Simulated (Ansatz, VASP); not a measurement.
# Two plane-wave programs on Ru

```xyz
1
Lattice="-0.1000 1.8551 1.8551 1.8551 -0.1000 1.8551 1.8551 1.8551 -0.1000" Properties=species:S:1:pos:R:3 pbc="T T T"
Ru    0.0000    0.0000    0.0000
```

Change from the starting cell: equal engineering shear yz, xz and xy -0.0525, equal normal strain along x, y and z +0.0000.

Alike in both runs: task single point; functional PBE; k mesh 20 × 20 × 20; occupations gaussian, width 0.15 eV; no spin polarisation.

|  | VASP | Ansatz |
| --- | --- | --- |
| version | VASP 6.6.1 | Ansatz 0.2.0 |
| potentials or method | VASP PAW PBE potentials, release 64 (Ru_pv), cutoff 520 eV | scalar-relativistic, plane waves, PAW |
| valence electrons in the cell | 14 | 16 |

Ansatz gave:

| Quantity | Value |
| --- | --- |
| gap on the k mesh at the Fermi level (eV) | none |
| pressure (GPa) | 3.3 |
| traceless stress, the component that is largest in VASP (GPa) | 12.84 |

Q: Which values does VASP return?

A: gap on the k mesh at the Fermi level (eV): none; pressure (GPa): 3.2; traceless stress, the component that is largest in VASP (GPa): 12.83.

A gap of «none» marks a metal or a gap that the smearing closes. With one functional, cell and mesh, what is left measures potentials, basis and numerics. VASP's potentials hold 14 valence electrons a cell and Ansatz's 16, so a difference there can come from the potentials and not from the codes.
